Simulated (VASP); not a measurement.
# Se (Im-3m) in VASP: notebook

Se is run at these levels: LDA; tasks: single point, relaxation of cell and atoms.

Everything below comes from runs of VASP 6.6.1. Logs are shortened: lines on timing, memory, paths and dates and some standing lists are left out, and cuts for length are marked.

## 1. The cell of the first run

It takes space group Im-3m (No. 229, cubic). Conventional cell: a = 2.835 Å, b = 2.835 Å, c = 2.835 Å, α = 90.00°, β = 90.00°, γ = 90.00°. Se (site symmetry m-3m) has 14 Se at 2.46 to 2.84 Å within 3.2 Å.

This isn't the form of Se at room conditions, which is trigonal, of chains.

## 2. Single point, LDA

Contents of INCAR:

```
SYSTEM = Se
PREC = Accurate
ENCUT = 520
EDIFF = 1E-7
ISMEAR = -1
SIGMA = 0.1
LREAL = .FALSE.
LASPH = .TRUE.
NELM = 60
ALGO = Normal
ISIF = 2
LWAVE = .FALSE.
LCHARG = .FALSE.
GGA = CA
NBANDS = 9
```

Contents of KPOINTS:

```
regular mesh
0
G
  18 18 18
  0 0 0
```

Contents of POSCAR:

```
Se
1.0
   -1.4177264855      1.4177264855      1.4177264855
    1.4177264855     -1.4177264855      1.4177264855
    1.4177264855      1.4177264855     -1.4177264855
Se
1
Direct
    0.0000000000      0.0000000000      0.0000000000
```

Potentials or basis: VASP PAW LDA potentials, release 64 (Se).

Run with:

```sh
> cat potpaw_LDA.64/Se/POTCAR > POTCAR
> mpirun -np 1 vasp_std > vasp.out
```

OUTCAR:

```text
SYSTEM = Se
   PREC = Accurate
   ENCUT = 520
   EDIFF = 1E-7
   ISMEAR = -1
   LREAL = .FALSE.
   LASPH = .TRUE.
   NELM = 60
   ISIF = 2
   GGA = CA

 ion  position               nearest neighbor table
   1  0.000  0.000  0.000-

  LATTYP: Found a body centered cubic cell.
 ALAT       =     2.8354529710

  Lattice vectors:

 A1 = (  -1.4177264855,   1.4177264855,   1.4177264855)
 A2 = (   1.4177264855,  -1.4177264855,   1.4177264855)
 A3 = (   1.4177264855,   1.4177264855,  -1.4177264855)

Analysis of symmetry for initial positions (statically):
=====================================================================
 Subroutine PRICEL returns:
 Original cell was already a primitive cell.

 Routine SETGRP: Setting up the symmetry group for a
 body centered cubic supercell.

 Subroutine GETGRP returns: Found 48 space group operations
 (whereof 48 operations were pure point group operations)
 out of a pool of 48 trial point group operations.

The static configuration has the point symmetry O_h .

Analysis of symmetry for dynamics (positions and initial velocities):
=====================================================================
 Subroutine PRICEL returns:
 Original cell was already a primitive cell.

 Routine SETGRP: Setting up the symmetry group for a
 body centered cubic supercell.

 Subroutine GETGRP returns: Found 48 space group operations
 (whereof 48 operations were pure point group operations)
 out of a pool of 48 trial point group operations.

The dynamic configuration has the point symmetry O_h .

 Subroutine INISYM returns: Found 48 space group operations
 (whereof 48 operations are pure point group operations),
 and found     1 'primitive' translations

----------------------------------------------------------------------------------------

                                     Primitive cell

  volume of cell :      11.3982

  direct lattice vectors                    reciprocal lattice vectors
    -1.417726486  1.417726486  1.417726486     0.000000000  0.352677336  0.352677336
     1.417726486 -1.417726486  1.417726486     0.352677336  0.000000000  0.352677336
     1.417726486  1.417726486 -1.417726486     0.352677336  0.352677336  0.000000000

  length of vectors
     2.455574304  2.455574304  2.455574304     0.498761072  0.498761072  0.498761072

  position of ions in fractional coordinates (direct lattice)
[... 78 lines left out ...]
   LREAL  =      F    real-space projection
   EDIFFG = 0.1E-05   stopping-criterion for IOM
   NSW    =      0    number of steps for IOM
   IBRION =     -1    ionic relax: 0-MD 1-quasi-New 2-CG
   NFREE  =      0    steps in history (QN), initial steepest desc. (CG)
   ISIF   =      2    stress and relaxation
   ISYM   =      2    0-nonsym 1-usesym 2-fastsym
   POTIM  = 0.5000    time-step for ionic-motion
   TEBEG  =    0.0;   TEEND  =   0.0 temperature during run
   PSTRESS=    0.0 pullay stress
   NELECT =       6.0000    total number of electrons
   NUPDOWN=      -1.0000    fix difference up-down
   EMIN   =  10.00;   EMAX   =-10.00  energy-range for DOS
   EFERMI =   0.00;   METHOD = LEGACY
   ISMEAR =    -1;   SIGMA  =   0.10  broadening in eV -4-tet -1-fermi 0-gaus
   EFERMI_NEDOS =   21; number of points for ismear=-14 and -15
   IALGO  =     38    algorithm
   IMIX   =      4    mixing-type and parameters
     AMIX     =   0.40;   BMIX     =  1.00
     AMIX_MAG =   1.60;   BMIX_MAG =  1.00
  volume/ion in A,a.u.               =      11.40        76.92
  Fermi-wavevector in a.u.,A,eV,Ry     =   1.321842  2.497919 23.772992  1.747266
  Thomas-Fermi vector in A             =   2.451566
   LORBIT       =      0    0 simple, 1 ext, 2 COOP (PROOUT), +10 PAW based schemes
   GGA     = CA    functional components
   LHFCALC =     F    Hartree Fock is set to
   AEXX    =    0.0000 exact exchange contribution
   IVDW    =     0    specifies the selected vdW correction
   LEPSILON=     F    determine dielectric tensor
   LRPA    =     F    only Hartree local field effects (RPA)
 non-spin polarized calculation
  energy-cutoff  :      520.00
  volume of cell :       11.40
 maximum number of plane-waves:       321
   NGX =  9   NGY =  9   NGZ =  9

 number of electron       5.9999997 magnetization

 Free energy of the ion-electron system (eV)
  ---------------------------------------------------
  ext. energy  EPLUGINS =         0.00000000
  ---------------------------------------------------
  free energy    TOTEN  =        -1.59536935 eV

  energy without entropy =       -1.57931614  energy(sigma->0) =       -1.58734275

 E-fermi :  15.0734     XC(G=0): -13.4869

 val. band max:       15.0687174787   @ k =   0.5000   0.5000   0.0556
 cond. band min:      15.0743485251   @ k =   0.1667   0.0556  -0.0000
 fundamental gap:      0.0056310464
 Fermi energy:        15.0733606721

 k-point     1 :       0.0000    0.0000    0.0000
  band No.  band energies     occupation
      1      -8.4040      2.00000
      2      22.2827      0.00000
      3      22.2827      0.00000
      4      22.2827      0.00000
      5      29.1037      0.00000
      6      29.1037      0.00000
      7      29.1037      0.00000
      8      32.8512      0.00000
      9      32.8512      0.00000
[... 265 lines left out ...]
 k-point    24 :       0.3889    0.1111    0.0000
  band No.  band energies     occupation
      1      -1.0235      2.00000
      2       3.8142      2.00000
      3      13.3453      2.00000
      4      17.4698      0.00000
      5      23.8946      0.00000
      6      26.7268      0.00000
      7      33.6438      0.00000
      8      37.2351      0.00000
      9      40.7506      0.00000

 [... further k-points ...]

------------------------ aborting loop because EDIFF is reached ----------------------------------------

  FORCE on cell =-STRESS in cart. coord.  units (eV):
  Direction    XX          YY          ZZ          XY          YZ          ZX
  --------------------------------------------------------------------------------------
  -------------------------------------------------------------------------------------
  Total       10.1480203     10.1480203     10.1480203      0.0000000     -0.0000000      0.0000000
  in kB     1426.4434483   1426.4434483   1426.4434483      0.0000000     -0.0000000      0.0000000
  external PRESSURE =    1426.4434483 kB  Pullay stress =       0.0000000 kB

 VOLUME and BASIS-vectors are now :
 -----------------------------------------------------------------------------
  energy-cutoff  :      520.00
  volume of cell :       11.40
      direct lattice vectors                 reciprocal lattice vectors
    -1.417726486  1.417726486  1.417726486     0.000000000  0.352677336  0.352677336
     1.417726486 -1.417726486  1.417726486     0.352677336  0.000000000  0.352677336
     1.417726486  1.417726486 -1.417726486     0.352677336  0.352677336  0.000000000

 POSITION                                       TOTAL-FORCE (eV/Angst)
 -----------------------------------------------------------------------------------
      0.00000      0.00000      0.00000        -0.000000      0.000000     -0.000000
 -----------------------------------------------------------------------------------
    total drift:                                0.000000      0.000000      0.000000

  FREE ENERGIE OF THE ION-ELECTRON SYSTEM (eV)
  ---------------------------------------------------
  free  energy   TOTEN  =        -1.5953693463 eV

  energy  without entropy=       -1.5793161437  energy(sigma->0) =       -1.58734275
```

OSZICAR:

```text
N       E                     dE             d eps       ncg     rms          rms(c)
DAV:   1     0.955852610059E+01    0.95585E+01   -0.33485E+03  3646   0.605E+02
DAV:   2    -0.146818071783E+01   -0.11027E+02   -0.10629E+02  4866   0.818E+01
DAV:   3    -0.163453638016E+01   -0.16636E+00   -0.16425E+00  4183   0.843E+00
DAV:   4    -0.163469599635E+01   -0.15962E-03   -0.15960E-03  4722   0.260E-01
DAV:   5    -0.163469603550E+01   -0.39157E-07   -0.40095E-07  4113   0.376E-03    0.109E+01
DAV:   6    -0.160854438957E+01    0.26152E-01   -0.39837E-03  4261   0.406E-01    0.656E+00
DAV:   7    -0.159547392403E+01    0.13070E-01   -0.68235E-03  4373   0.557E-01    0.774E-02
DAV:   8    -0.159537023012E+01    0.10369E-03   -0.18692E-04  3876   0.893E-02    0.108E-02
DAV:   9    -0.159536931951E+01    0.91061E-06   -0.68441E-06  4696   0.169E-02    0.517E-03
DAV:  10    -0.159536934631E+01   -0.26801E-07   -0.70777E-08  3356   0.199E-03
   1 F= -.15953693E+01 E0= -.15873427E+01  d E =-.160532E-01
```

stdout:

```text
POSCAR found type information on POSCAR Se
 POSCAR found :  1 types and       1 ions
 scaLAPACK will be used
 LDA part: xc-table for (Slater(with rela. corr.)+CA(PZ))
 , standard interpolation
 POSCAR, INCAR and KPOINTS ok, starting setup
 FFT: planning ... GRIDC
 FFT: planning ... GRID_SOFT
 FFT: planning ... GRID
 WAVECAR not read
 entering main loop
```

It took 21 s on 1 thread of Intel Xeon 8259CL, shared host; peak memory 0.13 GiB.

Results:

```
Free energy            : -1.5954 eV
Pressure               : 142.6 GPa
Band gap on the k mesh : zero (bands 3 and 4 overlap by 14.18 eV)
```

Levels at points of the mesh, in eV from the Fermi level:
| k point | band 1 | band 2 | band 3 | band 4 | band 5 | band 6 | band 7 |
| --- | --- | --- | --- | --- | --- | --- | --- |
| (0.00, 0.00, 0.00) | -23.48 | 7.21 | 7.21 | 7.21 | 14.03 | 14.03 | 14.03 |
| (0.50, 0.00, 0.00) | -15.38 | -12.83 | 0.47 | 3.91 | 7.45 | 8.04 | 21.80 |
| (0.50, 0.50, 0.50) | -8.07 | -6.21 | -6.21 | -6.21 | 0.57 | 0.57 | 29.89 |

Caveat: the cell stands under pressure.

[end of part 1 of 2]
